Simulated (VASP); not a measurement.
A run of VASP 6.6.1 is set up as follows.

Contents of INCAR:

```
SYSTEM = ZnBi3
ALGO = Normal ; EDIFF = 1E-6
ENCUT = 520 ; GGA = PE
ISIF = 2 ; ISMEAR = 1
LASPH = .True. ; LCHARG = .False.
LREAL = .False. ; LWAVE = .False.
NBANDS = 36 ; NELM = 100
PREC = Accurate ; SIGMA = 0.025
```

KPOINTS

```
k-points
0
Gamma
  5 5 5
  0 0 0
```

The input POSCAR:

```
ZnBi3
1.0
    4.8731640000      0.0000000000      0.0000000000
    0.0000000000      4.8731640000      0.0000000000
    0.0000000000      0.0000000000      4.8731640000
Bi Zn
3 1
Direct
    0.5000000000      0.5000000000      0.0000000000
    0.5000000000      0.0000000000      0.5000000000
    0.0000000000      0.5000000000      0.5000000000
    0.0000000000      0.0000000000      0.0000000000
```

Potentials or basis: VASP PAW PBE potentials, release 64 (Bi_d, Zn).

Command:

```bash
$ cat potpaw_PBE.64/Bi_d/POTCAR potpaw_PBE.64/Zn/POTCAR > POTCAR
$ mpirun -np 1 vasp_std > vasp.out
```

Estimate the pressure.

-0.1 GPa.
